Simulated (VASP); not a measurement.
A run of VASP 6.6.1:

File INCAR:

```
SYSTEM = Ir
PREC = Accurate ; ENCUT = 500
EDIFF = 1E-7 ; ISMEAR = 1
SIGMA = 0.05 ; LREAL = .FALSE.
LASPH = .TRUE. ; NELM = 120
ALGO = Normal ; ISIF = 3
LWAVE = .FALSE. ; LCHARG = .FALSE.
GGA = PE ; IBRION = 2
NSW = 80 ; EDIFFG = -0.03
PSTRESS = 50.0 ; GGA_COMPAT = .FALSE.
NELMIN = 4
```

The input KPOINTS:

```
Automatic mesh
0
G
  8 8 8
  0 0 0
```

The input POSCAR:

```
Ir
1.0
    0.0000000000      1.9150000000      1.9150000000
    1.9150000000      0.0000000000      1.9150000000
    1.9150000000      1.9150000000      0.0000000000
Ir
1
Direct
    0.0000000000      0.0000000000      0.0000000000
```

Potentials or basis: VASP PAW PBE potentials, release 64 (Ir).

Command:

```sh
$ cat potpaw_PBE.64/Ir/POTCAR > POTCAR
$ mpirun -np 1 vasp_std > vasp.out
```

Hardware: 1 thread of AMD EPYC 9R45 96-Core Processor (Zen 5), on a shared host.

Problem. How long does it take, and how much memory?

Solution. It took 6.8 s on 1 thread of AMD EPYC 9R45 96-Core Processor (Zen 5), with other jobs on the host, peak memory 0.11 GiB. Counts: scf iterations 32, k points 29, ion steps 4.
